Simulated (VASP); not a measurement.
# Rb (Im-3m) in VASP: settings compared

The runs below take Rb through single point, with LDA, PBE.

Program: VASP 6.6.1. These are calculated values, not measurements. Logs are shortened: lines on timing, memory, paths and dates and some standing lists are left out, and cuts for length are marked.

## 1. The cell of the first run

It takes space group Im-3m (No. 229, cubic). Conventional cell: a = 5.612 Å, b = 5.612 Å, c = 5.612 Å, α = 90.00°, β = 90.00°, γ = 90.00°.

## 2. Single point, LDA

INCAR

```
SYSTEM = Rb
PREC     = Accurate       ! precision mode
ENCUT    = 520            ! plane-wave cutoff, eV
EDIFF    = 1E-6           ! SCF threshold, eV
ISMEAR   = -1             ! smearing method
SIGMA    = 0.05           ! smearing width, eV
LREAL    = .False.        ! projectors in reciprocal space
LASPH    = .True.         ! aspherical terms in the spheres
NELM     = 80             ! most SCF steps
ALGO     = Normal         ! electronic algorithm
ISIF     = 2              ! what is computed and relaxed
LWAVE    = .False.        ! write WAVECAR
LCHARG   = .True.         ! write CHGCAR
LELF     = .True.         ! ELF
LVHAR    = .True.       
NBANDS   = 10             ! bands
```

KPOINTS

```
Automatic mesh
0
Gamma
  8 8 8
  0 0 0
```

POSCAR

```
Rb
1.0
   -2.8060000000      2.8060000000      2.8060000000
    2.8060000000     -2.8060000000      2.8060000000
    2.8060000000      2.8060000000     -2.8060000000
Rb
1
Direct
    0.0000000000      0.0000000000      0.0000000000
```

Potentials or basis: VASP PAW LDA potentials, release 64 (Rb_sv).

Run with:

```console
$ cat potpaw_LDA.64/Rb_sv/POTCAR > POTCAR
$ mpirun -np 1 vasp_std > vasp.out
```

OUTCAR:

```text
SYSTEM = Rb
   PREC = Accurate
   ENCUT = 520
   EDIFF = 1E-6
   ISMEAR = -1
   LREAL = .False.
   LASPH = .True.
   NELM = 80
   ISIF = 2

 ion  position               nearest neighbor table
   1  0.000  0.000  0.000-

  LATTYP: Found a body centered cubic cell.
 ALAT       =     5.6120000000

  Lattice vectors:

 A1 = (  -2.8060000000,   2.8060000000,   2.8060000000)
 A2 = (   2.8060000000,  -2.8060000000,   2.8060000000)
 A3 = (   2.8060000000,   2.8060000000,  -2.8060000000)

Analysis of symmetry for initial positions (statically):
=====================================================================
 Subroutine PRICEL returns:
 Original cell was already a primitive cell.

 Routine SETGRP: Setting up the symmetry group for a
 body centered cubic supercell.

 Subroutine GETGRP returns: Found 48 space group operations
 (whereof 48 operations were pure point group operations)
 out of a pool of 48 trial point group operations.

The static configuration has the point symmetry O_h .

Analysis of symmetry for dynamics (positions and initial velocities):
=====================================================================
 Subroutine PRICEL returns:
 Original cell was already a primitive cell.

 Routine SETGRP: Setting up the symmetry group for a
 body centered cubic supercell.

 Subroutine GETGRP returns: Found 48 space group operations
 (whereof 48 operations were pure point group operations)
 out of a pool of 48 trial point group operations.

The dynamic configuration has the point symmetry O_h .

 Subroutine INISYM returns: Found 48 space group operations
 (whereof 48 operations are pure point group operations),
 and found     1 'primitive' translations

----------------------------------------------------------------------------------------

                                     Primitive cell

  volume of cell :      88.3737

  direct lattice vectors                    reciprocal lattice vectors
    -2.806000000  2.806000000  2.806000000     0.000000000  0.178189594  0.178189594
     2.806000000 -2.806000000  2.806000000     0.178189594  0.000000000  0.178189594
     2.806000000  2.806000000 -2.806000000     0.178189594  0.178189594  0.000000000

  length of vectors
[... 80 lines left out ...]
   EDIFF  = 0.1E-05   stopping-criterion for ELM
   LREAL  =      F    real-space projection
   EDIFFG = 0.1E-04   stopping-criterion for IOM
   NSW    =      0    number of steps for IOM
   IBRION =     -1    ionic relax: 0-MD 1-quasi-New 2-CG
   NFREE  =      0    steps in history (QN), initial steepest desc. (CG)
   ISIF   =      2    stress and relaxation
   ISYM   =      2    0-nonsym 1-usesym 2-fastsym
   POTIM  = 0.5000    time-step for ionic-motion
   TEBEG  =    0.0;   TEEND  =   0.0 temperature during run
   PSTRESS=    0.0 pullay stress
   NELECT =       9.0000    total number of electrons
   NUPDOWN=      -1.0000    fix difference up-down
   EMIN   =  10.00;   EMAX   =-10.00  energy-range for DOS
   EFERMI =   0.00;   METHOD = LEGACY
   ISMEAR =    -1;   SIGMA  =   0.05  broadening in eV -4-tet -1-fermi 0-gaus
   EFERMI_NEDOS =   21; number of points for ismear=-14 and -15
   IALGO  =     38    algorithm
   IMIX   =      4    mixing-type and parameters
     AMIX     =   0.40;   BMIX     =  1.00
     AMIX_MAG =   1.60;   BMIX_MAG =  1.00
  volume/ion in A,a.u.               =      88.37       596.38
  Fermi-wavevector in a.u.,A,eV,Ry     =   0.764507  1.444708  7.952205  0.584471
  Thomas-Fermi vector in A             =   1.864423
   LORBIT       =      0    0 simple, 1 ext, 2 COOP (PROOUT), +10 PAW based schemes
   GGA     = CA    functional components
   LHFCALC =     F    Hartree Fock is set to
   AEXX    =    0.0000 exact exchange contribution
   IVDW    =     0    specifies the selected vdW correction
   LEPSILON=     F    determine dielectric tensor
   LRPA    =     F    only Hartree local field effects (RPA)
 non-spin polarized calculation
  energy-cutoff  :      520.00
  volume of cell :       88.37
 maximum number of plane-waves:      2403
   NGX = 19   NGY = 19   NGZ = 19

 number of electron       9.0000000 magnetization

 Free energy of the ion-electron system (eV)
  ---------------------------------------------------
  ext. energy  EPLUGINS =         0.00000000
  ---------------------------------------------------
  free energy    TOTEN  =        -1.04562869 eV

  energy without entropy =       -1.03480796  energy(sigma->0) =       -1.04021833

 E-fermi :  -0.1262     XC(G=0):  -5.7526

 val. band max:       -0.1622048335   @ k =   0.2500   0.2500   0.0000
 cond. band min:      -0.0752776558   @ k =   0.3750   0.1250   0.0000
 fundamental gap:      0.0869271777
 Fermi energy:        -0.1262009107

 k-point     1 :       0.0000    0.0000    0.0000
  band No.  band energies     occupation
      1     -28.9248      2.00000
      2     -13.0222      2.00000
      3     -13.0222      2.00000
      4     -13.0222      2.00000
      5      -2.1669      2.00000
      6       3.4597      0.00000
      7       3.4597      0.00000
      8       3.4597      0.00000
      9       4.4544      0.00000
     10       4.4544      0.00000
[... 287 lines left out ...]
 k-point    24 :      -0.3750    0.3750    0.2500
  band No.  band energies     occupation
      1     -28.9185      2.00000
      2     -13.1038      2.00000
      3     -13.0740      2.00000
      4     -13.0630      2.00000
      5      -0.0206      0.21592
      6       1.5616      0.00000
      7       2.7744      0.00000
      8       2.8111      0.00000
      9       3.8466      0.00000
     10       4.9781      0.00000

 [... further k-points ...]

------------------------ aborting loop because EDIFF is reached ----------------------------------------

  FORCE on cell =-STRESS in cart. coord.  units (eV):
  Direction    XX          YY          ZZ          XY          YZ          ZX
  --------------------------------------------------------------------------------------
  -------------------------------------------------------------------------------------
  Total       -0.1964257     -0.1964257     -0.1964257      0.0000000      0.0000000     -0.0000000
  in kB       -3.5611145     -3.5611145     -3.5611145      0.0000000      0.0000000     -0.0000000
  external PRESSURE =      -3.5611145 kB  Pullay stress =       0.0000000 kB

 VOLUME and BASIS-vectors are now :
 -----------------------------------------------------------------------------
  energy-cutoff  :      520.00
  volume of cell :       88.37
      direct lattice vectors                 reciprocal lattice vectors
    -2.806000000  2.806000000  2.806000000     0.000000000  0.178189594  0.178189594
     2.806000000 -2.806000000  2.806000000     0.178189594  0.000000000  0.178189594
     2.806000000  2.806000000 -2.806000000     0.178189594  0.178189594  0.000000000

 POSITION                                       TOTAL-FORCE (eV/Angst)
 -----------------------------------------------------------------------------------
      0.00000      0.00000      0.00000         0.000000      0.000000     -0.000000
 -----------------------------------------------------------------------------------
    total drift:                               -0.000000      0.000000      0.000000

  FREE ENERGIE OF THE ION-ELECTRON SYSTEM (eV)
  ---------------------------------------------------
  free  energy   TOTEN  =        -1.0456286889 eV

  energy  without entropy=       -1.0348079625  energy(sigma->0) =       -1.04021833
```

stdout:

```text
POSCAR found type information on POSCAR Rb
 POSCAR found :  1 types and       1 ions
 scaLAPACK will be used
 LDA part: xc-table for (Slater(with rela. corr.)+CA(PZ))
 , standard interpolation
 POSCAR, INCAR and KPOINTS ok, starting setup
 FFT: planning ... GRIDC
 FFT: planning ... GRID_SOFT
 FFT: planning ... GRID
 WAVECAR not read
 entering main loop
```

Run time: 51 s. Hardware: 1 thread of Intel Xeon 8259CL, shared host; peak memory 0.17 GiB.

Results:

- Free energy: -1.0456 eV
- Pressure: -0.4 GPa
- Band gap on the k mesh: zero (an odd number of electrons rules out a gap without spin polarisation)

Levels at points of the mesh, in eV from the Fermi level:
```csv
k point,band 1,band 2,band 3,band 4,band 5,band 6,band 7,band 8,band 9
"(0.00, 0.00, 0.00)",-28.80,-12.90,-12.90,-12.90,-2.04,3.59,3.59,3.59,4.58
"(0.50, 0.00, 0.00)",-28.79,-13.01,-12.93,-12.90,0.18,0.84,2.52,4.19,5.17
"(0.50, 0.50, 0.50)",-28.79,-12.97,-12.97,-12.97,1.24,1.24,3.30,3.30,3.30
```

## 3. Single point, PBE, non-collinear spin, zero start, spin-orbit coupling

INCAR

```
SYSTEM = Rb
PREC = Accurate
ENCUT = 520
EDIFF = 1E-6
ISMEAR = -1
SIGMA = 0.05
LREAL = .False.
LASPH = .True.
NELM = 150
ALGO = Normal
ISIF = 2
LWAVE = .False.
LCHARG = .True.
LNONCOLLINEAR = .True.
MAGMOM = 0 0 0
LORBIT = 11
LSORBIT = .True.
GGA_COMPAT = .False.
LORBMOM = .True.
GGA = PE
LVHAR = .True.
NBANDS = 20
```

KPOINTS

```
regular mesh
0
Gamma
  8 8 8
  0 0 0
```

POSCAR is that of step 2.

Potentials or basis: VASP PAW PBE potentials, release 64 (Rb_sv).

Run with:

```console
$ cat potpaw_PBE.64/Rb_sv/POTCAR > POTCAR
$ mpirun -np 1 vasp_ncl > vasp.out
```

OUTCAR:

```text
SYSTEM = Rb
   PREC = Accurate
   ENCUT = 520
   EDIFF = 1E-6
   ISMEAR = -1
   LREAL = .False.
   LASPH = .True.
   NELM = 150
   ISIF = 2
   LNONCOLLINEAR = .True.
   LORBIT = 11
   LSORBIT = .True.
   GGA = PE

 ion  position               nearest neighbor table
   1  0.000  0.000  0.000-

  LATTYP: Found a body centered cubic cell.
 ALAT       =     5.6120000000

  Lattice vectors:

 A1 = (  -2.8060000000,   2.8060000000,   2.8060000000)
 A2 = (   2.8060000000,  -2.8060000000,   2.8060000000)
 A3 = (   2.8060000000,   2.8060000000,  -2.8060000000)

Analysis of symmetry for initial positions (statically):
=====================================================================
 Subroutine PRICEL returns:
[... 797 lines left out ...]
  1         0.000   0.000   0.000
 ----------------------------------------
            0.000   0.000   0.000

 Spin-Orbit-Coupling matrix elements

 Ion:    1  E_soc:     -0.0531435
 l=   1
     0.0000000    -0.0088573    -0.0088573
    -0.0088573     0.0000000    -0.0088573
    -0.0088573    -0.0088573     0.0000000
 l=   2
     0.0000000     0.0000001     0.0000000     0.0000001    -0.0000001
     0.0000001     0.0000000    -0.0000001     0.0000001    -0.0000000
     0.0000000    -0.0000001     0.0000000    -0.0000001     0.0000000
     0.0000001     0.0000001    -0.0000001     0.0000000    -0.0000000
    -0.0000001    -0.0000000     0.0000000    -0.0000000     0.0000000
 l=   3
     0.0000000     0.0000000     0.0000000     0.0000000     0.0000000     0.0000000     0.0000000
     0.0000000     0.0000000     0.0000000     0.0000000     0.0000000     0.0000000     0.0000000
     0.0000000     0.0000000     0.0000000     0.0000000     0.0000000     0.0000000     0.0000000
     0.0000000     0.0000000     0.0000000     0.0000000     0.0000000     0.0000000     0.0000000
     0.0000000     0.0000000     0.0000000     0.0000000     0.0000000     0.0000000     0.0000000
     0.0000000     0.0000000     0.0000000     0.0000000     0.0000000     0.0000000     0.0000000
     0.0000000     0.0000000     0.0000000     0.0000000     0.0000000     0.0000000     0.0000000

 total charge

# of ion       s       p       d       tot
------------------------------------------
    1        1.965   5.320   0.005   7.290

 magnetization (x)

# of ion       s       p       d       tot
------------------------------------------
    1        0.000   0.000   0.000   0.000

 magnetization (y)

# of ion       s       p       d       tot
------------------------------------------
    1       -0.000   0.000  -0.000  -0.000

 magnetization (z)

# of ion       s       p       d       tot
------------------------------------------
    1       -0.000   0.000   0.000  -0.000
```

OSZICAR:

```text
N       E                     dE             d eps       ncg     rms          rms(c)
DAV:   1     0.505558108594E+02    0.50556E+02   -0.32471E+03  1160   0.690E+02
DAV:   2     0.416723920716E+01   -0.46389E+02   -0.44557E+02  1464   0.151E+02
DAV:   3    -0.614013366717E+00   -0.47813E+01   -0.47599E+01  1732   0.428E+01
DAV:   4    -0.956999479759E+00   -0.34299E+00   -0.34279E+00  1784   0.812E+00
DAV:   5    -0.959812360624E+00   -0.28129E-02   -0.28121E-02  1540   0.756E-01    0.201E+00
DAV:   6    -0.960191588433E+00   -0.37923E-03   -0.23219E-03  1600   0.283E-01    0.121E+00
DAV:   7    -0.960546667402E+00   -0.35508E-03   -0.47912E-04  1580   0.134E-01    0.715E-01
DAV:   8    -0.961054507407E+00   -0.50784E-03   -0.10246E-03  1300   0.204E-01    0.359E-02
DAV:   9    -0.961120836336E+00   -0.66329E-04   -0.55539E-05  1420   0.519E-02    0.173E-02
DAV:  10    -0.961133115816E+00   -0.12279E-04   -0.12400E-05  1476   0.254E-02    0.454E-03
DAV:  11    -0.961132743850E+00    0.37197E-06   -0.10364E-06  1364   0.670E-03
   1 F= -.96113274E+00 E0= -.95577378E+00  d E =-.107179E-01  mag=     0.0000     0.0000    -0.0000
```

stdout:

```text
POSCAR found type information on POSCAR Rb
 POSCAR found :  1 types and       1 ions
 scaLAPACK will be used
 LDA part: xc-table for (Slater+PW92), standard interpolation
 POSCAR, INCAR and KPOINTS ok, starting setup
 FFT: planning ... GRIDC
 FFT: planning ... GRID_SOFT
 FFT: planning ... GRID
 WAVECAR not read
 entering main loop
```

Wall time 4.7 min (1 thread of Intel Xeon 8259CL, shared host); peak memory 0.41 GiB.

Results:

```yaml
Free_energy: -0.9611 eV
Pressure: 0.1 GPa
Net_moment: 0.00 μB per cell
Valence_electrons_inside_the_program's_atomic_spheres: Rb 7.29
```

Moments on the atoms (μB; x, y, z):
```
Rb  0.00 0.00 0.00
```

The gap in the log of VASP goes by the Fermi energy; the results here count the filled bands.